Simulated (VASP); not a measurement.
Wanted: the native input for a VASP 6.6.1 run.

```yaml
Task: single point
Functional: PBE
Potentials_or_basis: VASP PAW PBE potentials, release 64 (Ge_d)
Cutoff: 520 eV
k_mesh: 6 × 6 × 6
Occupations: fermi-dirac, width 0.02 eV
Spin: no spin polarisation
Dipole_correction: no
Further_INCAR_settings: ALGO = Normal; EDIFF = 1e-07; NBANDS = 21
```

The structure of Ge lies in POSCAR:

```
Ge
1.0
    0.0000000000      2.8800000000      2.8800000000
    2.8800000000      0.0000000000      2.8800000000
    2.8800000000      2.8800000000      0.0000000000
Ge
2
Direct
    0.0000000000      0.0000000000      0.0000000000
    0.2500000000      0.2500000000      0.2500000000
```

One way to write it, as run:

INCAR

```
PREC     = Accurate       # precision mode
ENCUT    = 520            # plane-wave cutoff, eV
EDIFF    = 1E-7           # SCF threshold, eV
ISMEAR   = -1             # smearing method
SIGMA    = 0.02           # smearing width, eV
LREAL    = False          # projectors in reciprocal space
LASPH    = True           # aspherical terms in the spheres
NELM     = 100            # most SCF steps
ALGO     = Normal         # electronic algorithm
ISIF     = 2              # what is computed and relaxed
LWAVE    = False          # write WAVECAR
LCHARG   = True           # write CHGCAR
GGA      = PE             # functional
LELF     = True           # ELF
LVHAR    = True         
NBANDS   = 21             # bands
```

KPOINTS

```
Automatic mesh
0
Gamma
  6 6 6
```

Potentials or basis: VASP PAW PBE potentials, release 64 (Ge_d).

Run with:

```sh
$ cat potpaw_PBE.64/Ge_d/POTCAR > POTCAR
$ mpirun -np 1 vasp_std > vasp.out
```

Results of the run:

| Item | Value |
| --- | --- |
| Pressure | 0.1 GPa |
| Band gap on the k mesh | zero (filled and empty bands touch) |

It took 9.1 s on 1 thread of Intel(R) Xeon(R) 6975P-C (Granite Rapids), on a shared host, peak memory 0.16 GiB.
